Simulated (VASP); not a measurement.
Write the native input for VASP 6.6.1 that does the following.

```yaml
Task: single point
Functional: PBE
Potentials_or_basis: VASP PAW PBE potentials, release 64 (Ta_pv, Al, N)
Cutoff: 600 eV
k_mesh: 6 × 6 × 6
Occupations: gaussian, width 0.1 eV
Spin: no spin polarisation
Dipole_correction: no
Further_INCAR_settings: ALGO = Normal; EDIFF = 1e-06; NBANDS = 25
```

The structure of TaAl2N3 lies in POSCAR:

```
TaAl2N3
1.0
    5.4592286200      0.0000000000      0.0000000000
   -2.7296143100      4.7278306700      0.0000000000
    0.0000000000      0.0000000000      3.0550615100
Ta Al N
1 2 3
Direct
    0.0000000000      0.0000000000      0.0000000000
    0.3333333300      0.6666666700      0.5000000000
    0.6666666700      0.3333333300      0.5000000000
    0.3923921600      0.0000000000      0.0000000000
    0.6076078400      0.6076078400      0.0000000000
    0.0000000000      0.3923921600      0.0000000000
```

These files were run (other wordings do the same):

INCAR

```
PREC = Accurate
ENCUT = 600
EDIFF = 1E-6
ISMEAR = 0
SIGMA = 0.1
LREAL = F
LASPH = T
NELM = 120
ALGO = Normal
ISIF = 2
LWAVE = F
LCHARG = F
GGA = PE
NBANDS = 25
GGA_COMPAT = F
```

KPOINTS

```
Automatic mesh
0
Gamma
  6 6 6
```

Potentials or basis: VASP PAW PBE potentials, release 64 (Ta_pv, Al, N).

Run with:

```console
$ cat potpaw_PBE.64/Ta_pv/POTCAR potpaw_PBE.64/Al/POTCAR potpaw_PBE.64/N/POTCAR > POTCAR
$ mpirun -np 1 vasp_std > vasp.out
```

It gave:

```yaml
Pressure: -31.3 GPa
Largest_force: 1.674 eV/Å
Band_gap_on_the_k_mesh: zero (band 16 reaches 6.31 eV, above the bottom of band 17 at 4.68 eV)
```

Caveat: spin-orbit coupling is left out, which moves the levels of the heavy elements; forces of over 1 eV/Å act on the atoms, so gaps and moduli don't describe the material at rest.

Run time: 38 s on 1 thread of AMD EPYC 9R45 96-Core Processor (Zen 5), with other jobs on the host, peak memory 0.23 GiB.
